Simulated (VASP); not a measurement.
Here is a VASP 6.6.1 calculation.

The input INCAR:

```
PREC = Accurate
ENCUT = 520
EDIFF = 1E-7
ISMEAR = 0
SIGMA = 0.1
LREAL = F
LASPH = T
NELM = 60
ALGO = Normal
ISIF = 2
LWAVE = F
LCHARG = T
GGA = PE
LELF = T
LVHAR = T
NBANDS = 30
```

File KPOINTS:

```
Automatic mesh
0
Gamma
  4 4 4
```

The input POSCAR:

```
SiGeTe2S2
1.0
    4.9052035800      0.0000000000      0.0000000000
    0.0000000000      4.9052035800      0.0000000000
    0.0000000000      0.0000000000      6.5875798500
Si Ge Te S
1 1 2 2
Direct
    0.0000000000      0.0000000000      0.0000000000
    0.0000000000      0.0000000000      0.5000000000
    0.5000000000      0.5000000000      0.7457699800
    0.5000000000      0.5000000000      0.2542300200
    0.5000000000      0.0000000000      0.0000000000
    0.0000000000      0.5000000000      0.0000000000
```

Potentials or basis: VASP PAW PBE potentials, release 64 (Si, Ge_d, Te, S).

Launch:

```console
$ cat potpaw_PBE.64/Si/POTCAR potpaw_PBE.64/Ge_d/POTCAR potpaw_PBE.64/Te/POTCAR potpaw_PBE.64/S/POTCAR > POTCAR
$ mpirun -np 1 vasp_std > vasp.out
```

Question: Estimate the band gap on the k mesh.

Answer: Zero (band 21 reaches 6.44 eV, above the bottom of band 22 at 4.59 eV).

Question: Predict the largest force.

Answer: 0.967 eV/Å.

Stress tensor (GPa, compression positive):
```
-2.70  0.00  0.00
 0.00 -2.70  0.00
 0.00  0.00 -6.12
```

Caveat: spin-orbit coupling is left out, which moves the levels of the heavy elements.
